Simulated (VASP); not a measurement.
CoSi2, 3 atoms in the cell. It takes space group Fm-3m (No. 225, cubic). Conventional cell: a = 5.391 Å, b = 5.391 Å, c = 5.391 Å, α = 90.00°, β = 90.00°, γ = 90.00°. Within 3.1 Å of Co (site symmetry m-3m) lie 8 Si at 2.33 Å. Si (site symmetry -43m) has 4 Co at 2.33 Å and 6 Si at 2.70 Å within 3.1 Å. 

- Program: VASP 6.6.1
- Task: single point
- Functional: BLYP
- Dispersion: D4
- Potentials or basis: VASP PAW PBE potentials, release 64 (Co, Si)
- Cutoff: 520 eV
- k mesh: 9 × 9 × 9
- Occupations: tetrahedron
- Spin: collinear spin, ferromagnetic start
- Starting moments: [4.0, 0.0, 0.0] μB
- Fixed moment: 4 μB
- Dipole correction: no
- Further INCAR settings: ALGO = Normal; EDIFF = 1e-06; NBANDS = 20

Potentials or basis: VASP PAW PBE potentials, release 64 (Co, Si).

Run with:

```console
$ cat potpaw_PBE.64/Co/POTCAR potpaw_PBE.64/Si/POTCAR > POTCAR
$ mpirun -np 1 vasp_std > vasp.out
```

Hardware: 1 thread of AMD EPYC 7R43 64-Core Processor (Zen 3), on a shared host.

Estimate the wall time of this run.

Run time: 2.3 min on 1 thread of AMD EPYC 7R43 64-Core Processor (Zen 3) (shared host), peak memory 0.15 GiB. Counts: scf iterations 17, k points 35.
